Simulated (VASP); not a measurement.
Write the native input for VASP 6.6.1 that does the following.

| Quantity | Value |
| --- | --- |
| Task | single point |
| Functional | LDA |
| Potentials or basis | VASP PAW LDA potentials, release 64 (Sn_d, Se) |
| Cutoff | 520 eV |
| k mesh | 9 × 9 × 9 |
| Occupations | gaussian, width 0.1 eV |
| Spin | no spin polarisation |
| Dipole correction | no |
| Further INCAR settings | ALGO = Normal; EDIFF = 1e-06; NBANDS = 17 |

The structure of SnSe lies in POSCAR:

```
SnSe
1.0
    0.0000000000      3.0100000000      3.0100000000
    3.0100000000      0.0000000000      3.0100000000
    3.0100000000      3.0100000000      0.0000000000
Sn Se
1 1
Direct
    0.0000000000      0.0000000000      0.0000000000
    0.5000000000      0.5000000000      0.5000000000
```

These files were run (other wordings do the same):

INCAR

```
PREC = Accurate
ENCUT = 520
EDIFF = 1E-6
ISMEAR = 0
SIGMA = 0.1
LREAL = F
LASPH = T
NELM = 60
ALGO = Normal
ISIF = 2
LWAVE = F
LCHARG = F
GGA = CA
NBANDS = 17
```

KPOINTS

```
Automatic mesh
0
Gamma
  9 9 9
```

Potentials or basis: VASP PAW LDA potentials, release 64 (Sn_d, Se).

Run with:

```console
$ cat potpaw_LDA.64/Sn_d/POTCAR potpaw_LDA.64/Se/POTCAR > POTCAR
$ mpirun -np 1 vasp_std > vasp.out
```

Results of the run:

```yaml
Pressure: -3.2 GPa
```

It took 30 s on 1 thread of Intel Xeon 8259CL (shared host), peak memory 0.17 GiB.
